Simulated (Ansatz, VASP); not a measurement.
# PbS in VASP and in Ansatz

```
Pb S
1.0
    -2.12453    2.12453    3.00541
     2.12453   -2.12453    3.00541
     2.12453    2.12453   -3.00541
Pb S
1 1
Direct
  0.25231 0.25231 0.00000
  0.74769 0.74769 0.00000
```

Alike in both runs: task single point; functional r2SCAN; k mesh 12 × 12 × 12; occupations gaussian, width 0.02 eV; no spin polarisation.

|  | VASP | Ansatz |
| --- | --- | --- |
| version | VASP 6.6.1 | Ansatz 0.2.0 |
| potentials or method | VASP PAW PBE potentials, release 64 (Pb_d, S), cutoff 520 eV | scalar-relativistic, plane waves, PAW |
| valence electrons in the cell | 20 | 20 |

|  | VASP | Ansatz | Ansatz less VASP |
| --- | --- | --- | --- |
| gap on the k mesh at the Fermi level (eV) | 0.77 | 0.76 | -0.009 |
| least direct gap on the mesh (eV) | 0.77 | 0.76 | -0.009 |
| pressure (GPa) | -1.0 | -1.0 | +0.02 |

VASP's potentials were made for PBE, not for r2SCAN.

Spin-orbit coupling is off throughout.
